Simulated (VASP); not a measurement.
Input of a VASP 6.6.1 run:

INCAR

```
SYSTEM = SiNi
PREC = Accurate
ENCUT = 600
EDIFF = 1E-6
ISMEAR = 0
SIGMA = 0.014
LREAL = .False.
LASPH = .True.
NELM = 200
ALGO = Normal
ISIF = 2
LWAVE = .False.
LCHARG = .True.
ISPIN = 2
MAGMOM = 1 1 1 1 0 0 0 0
LORBIT = 11
LMAXMIX = 4
GGA = PE
LELF = .True.
LVHAR = .True.
NBANDS = 42
GGA_COMPAT = .False.
```

KPOINTS

```
Automatic mesh
0
Gamma
  6 6 6
  0 0 0
```

File POSCAR:

```
SiNi
1.0
    4.5036940000      0.0000000000      0.0000000000
    0.0000000000      4.5036940000      0.0000000000
    0.0000000000      0.0000000000      4.5036940000
Ni Si
4 4
Direct
    0.1495040000      0.1495040000      0.1495040000
    0.6495040000      0.3504960000      0.8504960000
    0.8504960000      0.6495040000      0.3504960000
    0.3504960000      0.8504960000      0.6495040000
    0.8468300000      0.8468300000      0.8468300000
    0.3468300000      0.6531700000      0.1531700000
    0.1531700000      0.3468300000      0.6531700000
    0.6531700000      0.1531700000      0.3468300000
```

Potentials or basis: VASP PAW PBE potentials, release 64 (Ni, Si).

Launch:

```console
$ cat potpaw_PBE.64/Ni/POTCAR potpaw_PBE.64/Si/POTCAR > POTCAR
$ mpirun -np 1 vasp_std > vasp.out
```

(1) Estimate the largest force.

(2) Predict the band gap on the k mesh.

Answers

(1) 0.030 eV/Å.

(2) zero (filled and empty bands overlap).
